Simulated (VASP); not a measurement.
Wanted: the native input for a VASP 6.6.1 run.

- Task: single point
- Functional: PBE
- Potentials or basis: VASP PAW PBE potentials, release 64 (Al, Ni)
- Cutoff: 520 eV
- k mesh: 20 × 20 × 20
- Occupations: gaussian, width 0.15 eV
- Spin: no spin polarisation
- Dipole correction: no
- Further INCAR settings: ALGO = Fast; EDIFF = 1e-06; NBANDS = 14

The structure of AlNi lies in POSCAR:

```
AlNi
1.0
    2.8930835326      0.0000000000      0.0000000000
    0.0000000000      2.8930835326      0.0000000000
    0.0000000000      0.0000000000      2.8930835326
Al Ni
1 1
Direct
    0.0000000000      0.0000000000      0.0000000000
    0.4875273592      0.4875273592      0.4875273592
```

This cell differs from its parent crystal: all Ni atoms moved +0.062 Å, as atom 2 towards its neighbour atom 1 (Al) at 2.505 Å.

The input as run:

INCAR

```
  ALGO = Fast
  EDIFF = 1E-6
  ENCUT = 520
  GGA = PE
  ISIF = 2
  ISMEAR = 0
  LASPH = True
  LCHARG = False
  LREAL = False
  LWAVE = False
  NBANDS = 14
  NELM = 100
  PREC = Accurate
  SIGMA = 0.15
```

KPOINTS

```
k-points
0
Gamma
  20 20 20
```

Potentials or basis: VASP PAW PBE potentials, release 64 (Al, Ni).

Run with:

```sh
$ cat potpaw_PBE.64/Al/POTCAR potpaw_PBE.64/Ni/POTCAR > POTCAR
$ mpirun -np 1 vasp_std > vasp.out
```

Results of the run:

The pressure is 0.1 GPa. The largest force is 0.359 eV/Å.

Caveat: the cell differs from its parent crystal (all Ni atoms moved +0.062 Å, as atom 2 towards its neighbour atom 1 (Al) at 2.505 Å).

Wall time 110 s on 1 thread of Intel Xeon 6975P-C, on a shared host, peak memory 0.37 GiB.
